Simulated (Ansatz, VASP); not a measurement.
**AlAs in VASP and in Ansatz**

```
Al As
1.0
     0.00000    2.77379    2.83040
     2.77379    0.00000    2.83040
     2.77379    2.77379    0.00000
Al As
1 1
Direct
  0.00000 0.00000 0.00000
  0.75000 0.75000 0.75000
```

Change from the starting cell: equal xx and yy strain of -2 %.

Alike in both runs: task single point; functional PBEsol; k mesh 11 × 11 × 11; occupations fermi-dirac, width 0.05 eV; no spin polarisation.

|  | VASP | Ansatz |
| --- | --- | --- |
| version | VASP 6.6.1 | Ansatz 0.2.0 |
| potentials or method | VASP PAW PBE potentials, release 64 (Al, As), cutoff 500 eV | all-electron LAPW, scalar-relativistic |

|  | VASP | Ansatz | Ansatz less VASP |
| --- | --- | --- | --- |
| pressure (GPa) | 4.1 | 3.8 | -0.37 |
| traceless stress, the component that is largest in VASP (GPa) | -0.72 | -0.73 | -0.008 |

VASP's potentials were made for PBE, not for PBEsol. Ansatz ran all-electron here, and VASP with PAW potentials.
